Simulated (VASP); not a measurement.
Wanted: the native input for a VASP 6.6.1 run.

| Quantity | Value |
| --- | --- |
| Task | single point |
| Functional | r2SCAN |
| Potentials or basis | VASP PAW PBE potentials, release 64 (Cu_sv_GW, N) |
| Cutoff | 900 eV |
| k mesh | 6 × 6 × 6 |
| Occupations | fermi-dirac, width 0.02 eV |
| Spin | no spin polarisation |
| Dipole correction | no |
| Further INCAR settings | ALGO = Normal; EDIFF = 1e-06; NBANDS = 39 |

Crystal: Cu3N.

```xyz
4
Lattice="3.7894 0.0000 0.0000 0.0000 3.7894 0.0000 0.0000 0.0000 3.7894" Properties=species:S:1:pos:R:3 pbc="T T T"
Cu    1.8947    0.0000    0.0000
Cu    0.0000    1.8947    0.0000
Cu    0.0000    0.0000    1.8947
N     0.0000    0.0000    0.0000
```

These files were run (other wordings do the same):

POSCAR

```
Cu3N
1.0
    3.7893700971      0.0000000000      0.0000000000
    0.0000000000      3.7893700971      0.0000000000
    0.0000000000      0.0000000000      3.7893700971
Cu N
3 1
Direct
    0.5000000000      0.0000000000      0.0000000000
    0.0000000000      0.5000000000      0.0000000000
    0.0000000000      0.0000000000      0.5000000000
    0.0000000000      0.0000000000      0.0000000000
```

INCAR.step1

```
  ALGO = Normal
  EDIFF = 1E-5
  ENCUT = 900
  GGA = PE
  GGA_COMPAT = F
  ISMEAR = -1
  LASPH = T
  LCHARG = F
  LREAL = F
  LWAVE = T
  NBANDS = 39
  NELM = 120
  PREC = Accurate
  SIGMA = 0.02
```

INCAR.step2

```
  ALGO = Normal
  EDIFF = 1E-6
  ENCUT = 900
  GGA_COMPAT = F
  ISIF = 2
  ISMEAR = -1
  ISTART = 1
  LASPH = T
  LCHARG = F
  LMIXTAU = T
  LREAL = F
  LWAVE = F
  METAGGA = R2SCAN
  NBANDS = 39
  NELM = 120
  PREC = Accurate
  SIGMA = 0.02
```

KPOINTS

```
k-points
0
Gamma
  6 6 6
```

Potentials or basis: VASP PAW PBE potentials, release 64 (Cu_sv_GW, N).

Command:

```console
$ cat potpaw_PBE.64/Cu_sv_GW/POTCAR potpaw_PBE.64/N/POTCAR > POTCAR
$ cp INCAR.step1 INCAR
$ mpirun -np 1 vasp_std > vasp.out
$ cp INCAR.step2 INCAR
$ mpirun -np 1 vasp_std > vasp.out
```

It gave:

The pressure is -0.4 GPa. The band gap on the k mesh is 0.21 eV (least direct gap 0.80 eV).

Caveat: semilocal functionals underestimate gaps, and a narrow one can read as zero; the PAW data sets were made with another functional, which shifts forces and pressure a little.

Wall time 8.2 min on 1 thread of AMD EPYC 7R13 Processor (Zen 3), on a shared host, peak memory 0.28 GiB.
